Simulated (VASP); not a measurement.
A run of VASP 6.6.1 is set up as follows.

Contents of POSCAR:

```
Ba2Be
1.0
   -2.3698172867      2.3698172867      3.8867440333
    2.3698172867     -2.3698172867      3.8867440333
    2.3698172867      2.3698172867     -3.8867440333
Ba Be
2 1
Direct
    0.5930000000      0.5930000000      0.0000000000
    0.4070000000      0.4070000000      0.0000000000
    0.0000000000      0.0000000000      0.0000000000
```

File INCAR.step1:

```
  PREC = Accurate
  ENCUT = 600
  ISMEAR = 0
  SIGMA = 0.1
  LREAL = False
  LASPH = True
  NELM = 100
  GGA = PE
  ALGO = Normal
  EDIFF = 1E-4
  LWAVE = True
  LCHARG = False
```

INCAR.step2

```
  PREC = Accurate
  ENCUT = 600
  EDIFF = 1E-7
  ISMEAR = 0
  SIGMA = 0.1
  LREAL = False
  LASPH = True
  NELM = 100
  ALGO = Normal
  ISIF = 3
  LWAVE = False
  LCHARG = False
  METAGGA = R2SCAN
  LMIXTAU = True
  IBRION = 2
  NSW = 90
  EDIFFG = -0.04
  ISTART = 1
```

Contents of KPOINTS:

```
Automatic mesh
0
Gamma
  6 6 6
```

Potentials or basis: VASP PAW PBE potentials, release 64 (Ba_sv, Be).

The run is started by

```console
$ cat potpaw_PBE.64/Ba_sv/POTCAR potpaw_PBE.64/Be/POTCAR > POTCAR
$ cp INCAR.step1 INCAR
$ mpirun -np 1 vasp_std > vasp.out
$ cp INCAR.step2 INCAR
$ mpirun -np 1 vasp_std > vasp.out
```

**Question.** Estimate the space group after relaxing (to 0.05 Å).

**Answer.** I4/mmm (No. 139).

**Question.** Estimate the relaxed cell.

**Answer.** a = 9.611 Å, b = 9.611 Å, c = 9.611 Å, α = 155.78°, β = 155.78°, γ = 34.52°.

Final structure:
```yaml
crystal:
  lattice:
    - [-2.01640, 2.01640, 9.17840]
    - [2.01640, -2.01640, 9.17840]
    - [2.01640, 2.01640, -9.17840]
  atoms:
    - { symbol: Ba, position: [0.16140, 0.16140, 0.00000] }
    - { symbol: Ba, position: [0.83860, 0.83860, 0.00000] }
    - { symbol: Be, position: [0.00000, 0.00000, 0.00000] }
```
